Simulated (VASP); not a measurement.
A run of VASP 6.6.1 is set up as follows.

File INCAR:

```
SYSTEM = Y
PREC = Accurate
ENCUT = 520
EDIFF = 1E-7
ISMEAR = 0
SIGMA = 0.15
LREAL = .FALSE.
LASPH = .TRUE.
NELM = 80
ALGO = Fast
ISIF = 2
LWAVE = .FALSE.
LCHARG = .FALSE.
GGA = PE
NBANDS = 18
```

Contents of KPOINTS:

```
regular mesh
0
G
  18 18 8
  0 0 0
```

Contents of POSCAR:

```
Y
1.0
    3.6514992371      0.0000000000      0.0000000000
   -1.8257496185      3.1622911012      0.0000000000
    0.0000000000      0.0000000000      5.6037150000
Y
2
Direct
    0.3333333333      0.6666666667      0.2500000000
    0.6666666667      0.3333333333      0.7500000000
```

Potentials or basis: VASP PAW PBE potentials, release 64 (Y_sv).

The run is started by

```sh
$ cat potpaw_PBE.64/Y_sv/POTCAR > POTCAR
$ mpirun -np 1 vasp_std > vasp.out
```

(1) Predict the band gap on the k mesh.

(2) Predict the pressure.

Results:

(1) zero (band 11 reaches 4.15 eV, above the bottom of band 12 at 2.56 eV).

(2) 0.6 GPa.

Caveat: the cell differs from its parent crystal (strain +0.000 along x and y, -0.025 along z).
